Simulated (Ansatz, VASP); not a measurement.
# One calculation of In3O2, two programs

```
In O
1.0
     3.60494    2.08131    2.52574
    -3.60494    2.08131    2.52574
     0.00000   -4.16262    2.52574
In O
3 2
Direct
  0.00000 0.50000 0.00000
  0.00000 0.00000 0.50000
  0.50000 0.00000 0.00000
  0.74097 0.74097 0.74097
  0.25903 0.25903 0.25903
```

Change from the starting cell: species swapped into the Br2Cl3 type (R-3m, No. 166).

Alike in both runs: functional PBE; k mesh 12 × 12 × 12; occupations gaussian, width 0.1 eV; no spin polarisation.

Ansatz relaxed the structure, and its values are those at the end. VASP's run is a single point on that final structure, the one shown.

|  | VASP | Ansatz |
| --- | --- | --- |
| version | VASP 6.6.1 | Ansatz 0.2.0 |
| potentials or method | VASP PAW PBE potentials, release 64 (In_d, O), cutoff 520 eV | scalar-relativistic, plane waves, PAW |
| valence electrons in the cell | 51 | 51 |

|  | VASP | Ansatz | Ansatz less VASP |
| --- | --- | --- | --- |
| gap on the k mesh at the Fermi level (eV) | none | none | - |
| pressure (GPa) | 0.1 | 0.0 | -0.14 |
| rms of the force components (eV/Å) | 0.009 | 0.001 | -0.0079 |

A gap of «none» marks a metal or a gap that the smearing closes.
